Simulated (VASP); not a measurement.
Wanted: the native input for a VASP 6.6.1 run.

| Quantity | Value |
| --- | --- |
| Task | single point |
| Functional | PBE |
| Potentials or basis | VASP PAW PBE potentials, release 64 (Si, C) |
| Cutoff | 520 eV |
| k mesh | 8 × 5 × 1 |
| Occupations | fermi-dirac, width 0.02 eV |
| Spin | no spin polarisation |
| Dipole correction | yes |
| k mesh for the DOS | 12 × 8 × 1 |
| Occupations for the DOS | tetrahedron |
| Further INCAR settings | ALGO = Normal; EDIFF = 1e-06; NBANDS = 26 |

The system is SiC, a slab with vacuum.

```xyz
8
Lattice="3.0919 0.0000 0.0000 0.0000 5.0743 0.0000 0.0000 0.0000 19.5702" Properties=species:S:1:pos:R:3 pbc="T T T"
Si    0.0000    2.8522    8.0000
Si    1.5460    0.3150    8.8925
Si    1.5460    2.8522   10.6777
Si    0.0000    0.3150   11.5702
C     0.0000    4.7593    8.0000
C     1.5460    2.2221    8.8925
C     1.5460    4.7593   10.6777
C     0.0000    2.2221   11.5702
```

The input as run:

POSCAR

```
SiC
1.0
    3.0919181385      0.0000000000      0.0000000000
    0.0000000000      5.0742764952      0.0000000000
    0.0000000000      0.0000000000     19.5702000000
Si C
4 4
Direct
    0.0000000000      0.5620818710      0.4087837747
    0.5000000000      0.0620818710      0.4543918876
    0.5000000000      0.5620818710      0.5456081124
    0.0000000000      0.0620818710      0.5912162253
    0.0000000000      0.9379181290      0.4087837747
    0.5000000000      0.4379181290      0.4543918876
    0.5000000000      0.9379181290      0.5456081124
    0.0000000000      0.4379181290      0.5912162253
```

INCAR.step1

```
ALGO = Normal
DIPOL = 0.5 0.5 0.500
EDIFF = 1E-6
ENCUT = 520
GGA = PE
IDIPOL = 3
ISIF = 2
ISMEAR = -1
LASPH = T
LCHARG = T
LDIPOL = T
LREAL = F
LWAVE = F
NBANDS = 26
NELM = 60
PREC = Accurate
SIGMA = 0.02
```

KPOINTS.step1

```
k-points
0
Gamma
  8 5 1
```

INCAR.step2

```
ALGO = Normal
DIPOL = 0.5 0.5 0.500
EDIFF = 1E-6
ENCUT = 520
GGA = PE
ICHARG = 11
IDIPOL = 3
ISIF = 2
ISMEAR = -5
LASPH = T
LCHARG = F
LDIPOL = T
LORBIT = 11
LREAL = F
LWAVE = F
NBANDS = 26
NEDOS = 1001
NELM = 60
PREC = Accurate
SIGMA = 0.02
```

KPOINTS.step2

```
k-points
0
Gamma
  12 8 1
```

Potentials or basis: VASP PAW PBE potentials, release 64 (Si, C).

Launch:

```console
$ cat potpaw_PBE.64/Si/POTCAR potpaw_PBE.64/C/POTCAR > POTCAR
$ cp INCAR.step1 INCAR
$ cp KPOINTS.step1 KPOINTS
$ mpirun -np 1 vasp_std > vasp.out
$ cp INCAR.step2 INCAR
$ cp KPOINTS.step2 KPOINTS
$ mpirun -np 1 vasp_std > vasp.out
```

Results of the run:

```json
{"Valence electrons inside the program's atomic spheres": "Si 1.61, 1.65 (each value once); C 2.39, 2.51 (each value once)"}
```

Run time: 5.5 min on 1 thread of Intel(R) Xeon(R) Platinum 8175M CPU @ 2.50GHz (Skylake/Cascade Lake), with other jobs on the host, peak memory 0.46 GiB.
